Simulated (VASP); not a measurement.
# Li (Fm-3m) in VASP: a series of runs, part 2 of 2

VASP 6.6.1.

### Step 3. Electric field gradients, LDA (22.21 Å³/atom)

This run uses another cell than the first one, of 22.21 Å³/atom.

File INCAR:

```
SYSTEM = Li
PREC = Accurate
ENCUT = 520
EDIFF = 1E-8
ISMEAR = -1
SIGMA = 0.05
LREAL = .FALSE.
LASPH = .TRUE.
NELM = 80
ALGO = Normal
ISIF = 2
LWAVE = .FALSE.
LCHARG = .FALSE.
GGA = CA
LEFG = .TRUE.
NBANDS = 8
```

File KPOINTS:

```
Automatic mesh
0
G
  16 16 16
  0 0 0
```

File POSCAR:

```
Li
1.0
    0.0000000000      2.2309770072      2.2309770072
    2.2309770072      0.0000000000      2.2309770072
    2.2309770072      2.2309770072      0.0000000000
Li
1
Direct
    0.0000000000      0.0000000000      0.0000000000
```

Potentials or basis: VASP PAW LDA potentials, release 64 (Li_sv).

Started as:

```
> cat potpaw_LDA.64/Li_sv/POTCAR > POTCAR
> mpirun -np 1 vasp_std > vasp.out
```

OUTCAR:

```text
SYSTEM = Li
   PREC = Accurate
   ENCUT = 520
   EDIFF = 1E-8
   ISMEAR = -1
   LREAL = .FALSE.
   LASPH = .TRUE.
   NELM = 80
   ISIF = 2
   GGA = CA

 ion  position               nearest neighbor table
   1  0.000  0.000  0.000-

  LATTYP: Found a face centered cubic cell.
 ALAT       =     4.4619540144

  Lattice vectors:

 A1 = (   0.0000000000,   2.2309770072,   2.2309770072)
 A2 = (   2.2309770072,   0.0000000000,   2.2309770072)
 A3 = (   2.2309770072,   2.2309770072,   0.0000000000)

Analysis of symmetry for initial positions (statically):
=====================================================================
 Subroutine PRICEL returns:
 Original cell was already a primitive cell.

 Routine SETGRP: Setting up the symmetry group for a
 face centered cubic supercell.

 Subroutine GETGRP returns: Found 48 space group operations
 (whereof 48 operations were pure point group operations)
 out of a pool of 48 trial point group operations.

The static configuration has the point symmetry O_h .

Analysis of symmetry for dynamics (positions and initial velocities):
=====================================================================
 Subroutine PRICEL returns:
 Original cell was already a primitive cell.

 Routine SETGRP: Setting up the symmetry group for a
 face centered cubic supercell.

 Subroutine GETGRP returns: Found 48 space group operations
 (whereof 48 operations were pure point group operations)
 out of a pool of 48 trial point group operations.

The dynamic configuration has the point symmetry O_h .

 Subroutine INISYM returns: Found 48 space group operations
 (whereof 48 operations are pure point group operations),
 and found     1 'primitive' translations

----------------------------------------------------------------------------------------

                                     Primitive cell

  volume of cell :      22.2083

  direct lattice vectors                    reciprocal lattice vectors
     0.000000000  2.230977007  2.230977007    -0.224117057  0.224117057  0.224117057
     2.230977007  0.000000000  2.230977007     0.224117057 -0.224117057  0.224117057
     2.230977007  2.230977007  0.000000000     0.224117057  0.224117057 -0.224117057

  length of vectors
     3.155077941  3.155077941  3.155077941     0.388182129  0.388182129  0.388182129

  position of ions in fractional coordinates (direct lattice)
     0.000000000  0.000000000  0.000000000

  ion indices of the primitive-cell ions
   primitive index   ion index
                 1           1

----------------------------------------------------------------------------------------

 KPOINTS: Automatic mesh

Automatic generation of k-mesh.
 Grid dimensions read from file:
 generate k-points for:   16   16   16

 Generating k-lattice:

  Cartesian coordinates                     Fractional coordinates (reciprocal lattice)
[... 65 lines left out ...]
   NFREE  =      0    steps in history (QN), initial steepest desc. (CG)
   ISIF   =      2    stress and relaxation
   ISYM   =      2    0-nonsym 1-usesym 2-fastsym
   POTIM  = 0.5000    time-step for ionic-motion
   TEBEG  =    0.0;   TEEND  =   0.0 temperature during run
   PSTRESS=    0.0 pullay stress
   NELECT =       3.0000    total number of electrons
   NUPDOWN=      -1.0000    fix difference up-down
   EMIN   =  10.00;   EMAX   =-10.00  energy-range for DOS
   EFERMI =   0.00;   METHOD = LEGACY
   ISMEAR =    -1;   SIGMA  =   0.05  broadening in eV -4-tet -1-fermi 0-gaus
   EFERMI_NEDOS =   21; number of points for ismear=-14 and -15
   IALGO  =     38    algorithm
   IMIX   =      4    mixing-type and parameters
     AMIX     =   0.40;   BMIX     =  1.00
     AMIX_MAG =   1.60;   BMIX_MAG =  1.00
  volume/ion in A,a.u.               =      22.21       149.87
  Fermi-wavevector in a.u.,A,eV,Ry     =   0.839995  1.587361  9.600162  0.705592
  Thomas-Fermi vector in A             =   1.954305
   LORBIT       =      0    0 simple, 1 ext, 2 COOP (PROOUT), +10 PAW based schemes
   GGA     = CA    functional components
   LHFCALC =     F    Hartree Fock is set to
   AEXX    =    0.0000 exact exchange contribution
   IVDW    =     0    specifies the selected vdW correction
   LEPSILON=     F    determine dielectric tensor
   LRPA    =     F    only Hartree local field effects (RPA)
 non-spin polarized calculation
  energy-cutoff  :      520.00
  volume of cell :       22.21
 maximum number of plane-waves:       612
   NGX = 11   NGY = 11   NGZ = 11

 number of electron       3.0000011 magnetization

 Free energy of the ion-electron system (eV)
  ---------------------------------------------------
  ext. energy  EPLUGINS =         0.00000000
  ---------------------------------------------------
  free energy    TOTEN  =        -2.02979236 eV

  energy without entropy =       -2.02606311  energy(sigma->0) =       -2.02792774

 E-fermi :   0.3448     XC(G=0):  -6.9176

 val. band max:        0.2659555635   @ k =   0.4375   0.3750   0.0625
 cond. band min:       0.3540803070   @ k =   0.4375   0.3125   0.0000
 fundamental gap:      0.0881247435
 Fermi energy:         0.3448381157

 k-point     1 :       0.0000    0.0000    0.0000
  band No.  band energies     occupation
      1     -45.4366      2.00000
      2      -3.0262      2.00000
      3      13.5775      0.00000
      4      13.5775      0.00000
      5      13.5775      0.00000
      6      17.5648      0.00000
      7      17.5648      0.00000
      8      17.5648      0.00000
[... 243 lines left out ...]
 k-point    24 :      -0.0625    0.0625    0.0000
  band No.  band energies     occupation
      1     -45.4351      2.00000
      2      -2.8486      2.00000
      3      12.3420      0.00000
      4      12.5240      0.00000
      5      13.6331      0.00000
      6      16.5830      0.00000
      7      17.8000      0.00000
      8      18.7960      0.00000

 [... further k-points ...]

------------------------ aborting loop because EDIFF is reached ----------------------------------------

  FORCE on cell =-STRESS in cart. coord.  units (eV):
  Direction    XX          YY          ZZ          XY          YZ          ZX
  --------------------------------------------------------------------------------------
  -------------------------------------------------------------------------------------
  Total       -0.2669870     -0.2669870     -0.2669870      0.0000000      0.0000000      0.0000000
  in kB      -19.2612907    -19.2612907    -19.2612907      0.0000000      0.0000000      0.0000000
  external PRESSURE =     -19.2612907 kB  Pullay stress =       0.0000000 kB

 VOLUME and BASIS-vectors are now :
 -----------------------------------------------------------------------------
  energy-cutoff  :      520.00
  volume of cell :       22.21
      direct lattice vectors                 reciprocal lattice vectors
     0.000000000  2.230977007  2.230977007    -0.224117057  0.224117057  0.224117057
     2.230977007  0.000000000  2.230977007     0.224117057 -0.224117057  0.224117057
     2.230977007  2.230977007  0.000000000     0.224117057  0.224117057 -0.224117057

 POSITION                                       TOTAL-FORCE (eV/Angst)
 -----------------------------------------------------------------------------------
      0.00000      0.00000      0.00000         0.000000      0.000000      0.000000
 -----------------------------------------------------------------------------------
    total drift:                               -0.000000      0.000000     -0.000000

  FREE ENERGIE OF THE ION-ELECTRON SYSTEM (eV)
  ---------------------------------------------------
  free  energy   TOTEN  =        -2.0297923588 eV

  energy  without entropy=       -2.0260631120  energy(sigma->0) =       -2.02792774

 Electric field gradients (V/A^2)
---------------------------------------------------------------------
 ion       V_xx      V_yy      V_zz      V_xy      V_xz      V_yz
---------------------------------------------------------------------
   1      -0.000     0.000    -0.000     0.004     0.004     0.004
---------------------------------------------------------------------

 Electric field gradients after diagonalization (V/A^2)
 (convention: |V_zz| > |V_xx| > |V_yy|)
----------------------------------------------------------------------
 ion       V_xx      V_yy      V_zz     asymmetry (V_yy - V_xx)/ V_zz
----------------------------------------------------------------------
   1      -0.004    -0.004     0.007       0.000
----------------------------------------------------------------------

           NMR quadrupolar parameters

 Cq : quadrupolar parameter    Cq=e*Q*V_zz/h
 eta: asymmetry parameters     (V_yy - V_xx)/ V_zz
 Q  : nuclear electric quadrupole moment in mb (millibarn)
----------------------------------------------------------------------
 ion       Cq(MHz)       eta       Q (mb)
----------------------------------------------------------------------
   1       0.000       0.000       1.000
----------------------------------------------------------------------
```

OSZICAR:

```text
N       E                     dE             d eps       ncg     rms          rms(c)
DAV:   1    -0.156491897575E+00   -0.15649E+00   -0.69147E+02  2328   0.255E+02
DAV:   2    -0.199943034208E+01   -0.18429E+01   -0.17953E+01  3336   0.350E+01
DAV:   3    -0.203104587645E+01   -0.31616E-01   -0.31610E-01  2672   0.350E+00
DAV:   4    -0.203149647037E+01   -0.45059E-03   -0.45059E-03  3640   0.374E-01
DAV:   5    -0.203149781468E+01   -0.13443E-05   -0.13444E-05  2840   0.153E-02    0.276E-01
DAV:   6    -0.203035943011E+01    0.11384E-02   -0.35387E-04  4064   0.766E-02    0.154E-01
DAV:   7    -0.202979039105E+01    0.56904E-03   -0.76624E-04  4000   0.119E-01    0.261E-02
DAV:   8    -0.202979214241E+01   -0.17514E-05   -0.14701E-05  2712   0.270E-02    0.130E-03
DAV:   9    -0.202979232937E+01   -0.18696E-06   -0.24308E-07  3624   0.404E-03    0.499E-04
DAV:  10    -0.202979236233E+01   -0.32963E-07   -0.44723E-08  3088   0.112E-03    0.205E-04
DAV:  11    -0.202979235877E+01    0.35622E-08   -0.18223E-09  1616   0.277E-04
   1 F= -.20297924E+01 E0= -.20279277E+01  d E =-.372925E-02
```

It took 16 s on 1 thread of Intel Xeon Platinum 8175M at 2.50GHz (Skylake/Cascade Lake), shared host; peak memory 0.13 GiB.

Results:

```
Free energy                             : -2.0298 eV
Band gap on the k mesh                  : zero (an odd number of electrons rules out a gap without spin polarisation)
Largest electric field gradient by atom : zero within the noise of the run
```

Levels at points of the mesh, in eV from the Fermi level:
| k point | band 1 | band 2 | band 3 | band 4 | band 5 | band 6 | band 7 |
| --- | --- | --- | --- | --- | --- | --- | --- |
| (0.00, 0.00, 0.00) | -45.78 | -3.37 | 13.23 | 13.23 | 13.23 | 17.22 | 17.22 |
| (0.50, 0.00, 0.00) | -45.77 | 0.02 | 2.68 | 11.65 | 11.65 | 15.69 | 15.69 |
| (0.50, 0.50, 0.00) | -45.76 | 1.44 | 4.45 | 7.83 | 7.83 | 10.11 | 14.18 |

Caveat: the cutoff is under 1.25 times the usual one of these potentials, so pressure, stress and relaxed cells hold a basis-set (Pulay) error.

### Step 4. Electric field gradients, LDA (22.21 Å³/atom)

This run uses another cell than the first one, of 22.21 Å³/atom.

File INCAR:

```
SYSTEM = Li
PREC = Accurate
ENCUT = 520
EDIFF = 1E-8
ISMEAR = -1
SIGMA = 0.05
LREAL = .False.
LASPH = .True.
NELM = 100
ALGO = Normal
ISIF = 2
LWAVE = .False.
LCHARG = .False.
LEFG = .True.
NBANDS = 8
```

File KPOINTS:

```
Automatic mesh
0
Gamma
  16 16 16
  0 0 0
```

POSCAR is that of step 3.

Potentials or basis: VASP PAW LDA potentials, release 64 (Li_sv).

Started as:

```
> cat potpaw_LDA.64/Li_sv/POTCAR > POTCAR
> mpirun -np 1 vasp_std > vasp.out
```

OUTCAR:

```text
SYSTEM = Li
   PREC = Accurate
   ENCUT = 520
   EDIFF = 1E-8
   ISMEAR = -1
   LREAL = .False.
   LASPH = .True.
   NELM = 100
   ISIF = 2

 ion  position               nearest neighbor table
   1  0.000  0.000  0.000-

  LATTYP: Found a face centered cubic cell.
 ALAT       =     4.4619540144

  Lattice vectors:

 A1 = (   0.0000000000,   2.2309770072,   2.2309770072)
 A2 = (   2.2309770072,   0.0000000000,   2.2309770072)
 A3 = (   2.2309770072,   2.2309770072,   0.0000000000)

Analysis of symmetry for initial positions (statically):
=====================================================================
 Subroutine PRICEL returns:
 Original cell was already a primitive cell.

 Routine SETGRP: Setting up the symmetry group for a
 face centered cubic supercell.

 Subroutine GETGRP returns: Found 48 space group operations
 (whereof 48 operations were pure point group operations)
 out of a pool of 48 trial point group operations.

The static configuration has the point symmetry O_h .
[... 442 lines left out ...]
 -----------------------------------------------------------------------------
  energy-cutoff  :      520.00
  volume of cell :       22.21
      direct lattice vectors                 reciprocal lattice vectors
     0.000000000  2.230977007  2.230977007    -0.224117057  0.224117057  0.224117057
     2.230977007  0.000000000  2.230977007     0.224117057 -0.224117057  0.224117057
     2.230977007  2.230977007  0.000000000     0.224117057  0.224117057 -0.224117057

 POSITION                                       TOTAL-FORCE (eV/Angst)
 -----------------------------------------------------------------------------------
      0.00000      0.00000      0.00000         0.000000      0.000000      0.000000
 -----------------------------------------------------------------------------------
    total drift:                               -0.000000      0.000000     -0.000000

  FREE ENERGIE OF THE ION-ELECTRON SYSTEM (eV)
  ---------------------------------------------------
  free  energy   TOTEN  =        -2.0297923588 eV

  energy  without entropy=       -2.0260631120  energy(sigma->0) =       -2.02792774

 Electric field gradients (V/A^2)
---------------------------------------------------------------------
 ion       V_xx      V_yy      V_zz      V_xy      V_xz      V_yz
---------------------------------------------------------------------
   1      -0.000     0.000    -0.000     0.004     0.004     0.004
---------------------------------------------------------------------

 Electric field gradients after diagonalization (V/A^2)
 (convention: |V_zz| > |V_xx| > |V_yy|)
----------------------------------------------------------------------
 ion       V_xx      V_yy      V_zz     asymmetry (V_yy - V_xx)/ V_zz
----------------------------------------------------------------------
   1      -0.004    -0.004     0.007       0.000
----------------------------------------------------------------------

           NMR quadrupolar parameters

 Cq : quadrupolar parameter    Cq=e*Q*V_zz/h
 eta: asymmetry parameters     (V_yy - V_xx)/ V_zz
 Q  : nuclear electric quadrupole moment in mb (millibarn)
----------------------------------------------------------------------
 ion       Cq(MHz)       eta       Q (mb)
----------------------------------------------------------------------
   1       0.000       0.000       1.000
----------------------------------------------------------------------
```

It took 19 s on 1 thread of Intel Xeon Platinum 8175M at 2.50GHz (Skylake/Cascade Lake), shared host; peak memory 0.13 GiB.

What came out:

| Item | Value |
| --- | --- |
| Free energy | -2.0298 eV |
| Band gap on the k mesh | zero (an odd number of electrons rules out a gap without spin polarisation) |
| Largest electric field gradient by atom | zero within the noise of the run |

Caveat: the cutoff is under 1.25 times the usual one of these potentials, so pressure, stress and relaxed cells hold a basis-set (Pulay) error.
